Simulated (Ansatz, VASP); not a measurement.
**HfPb4O in VASP and in Ansatz**

```
Hf Pb O
1.0
     0.00000    4.83139    4.83139
     4.83139    0.00000    4.83139
     4.83139    4.83139    0.00000
Hf Pb O
1 4 1
Direct
  0.00000 0.00000 0.00000
  0.63345 0.63345 0.09964
  0.63345 0.09964 0.63345
  0.09964 0.63345 0.63345
  0.63345 0.63345 0.63345
  0.50000 0.50000 0.50000
```

Change from the starting cell: species swapped into the LiBH4 type (F-43m, No. 216).

Alike in both runs: functional PBE; k mesh 8 × 8 × 8; occupations gaussian, width 0.1 eV; no spin polarisation.

Ansatz relaxed the structure, and its values are those at the end. VASP's run is a single point on that final structure, the one shown.

```csv
,VASP,Ansatz
version,VASP 6.6.1,Ansatz 0.2.0
potentials or method,"VASP PAW PBE potentials, release 64 (Hf_pv, Pb_d, O), cutoff 520 eV","scalar-relativistic, plane waves, PAW"
valence electrons in the cell,72,88
```

```csv
,VASP,Ansatz,Ansatz less VASP
gap on the k mesh at the Fermi level (eV),none,none,-
pressure (GPa),0.0,0.0,+0.03
rms of the force components (eV/Å),0.011,0.000,-0.0108
```

A gap of «none» marks a metal or a gap that the smearing closes. With one functional, cell and mesh, what is left measures potentials, basis and numerics. VASP's potentials hold 72 valence electrons a cell and Ansatz's 88, so a difference there can come from the potentials and not from the codes.

Spin-orbit coupling is off throughout.
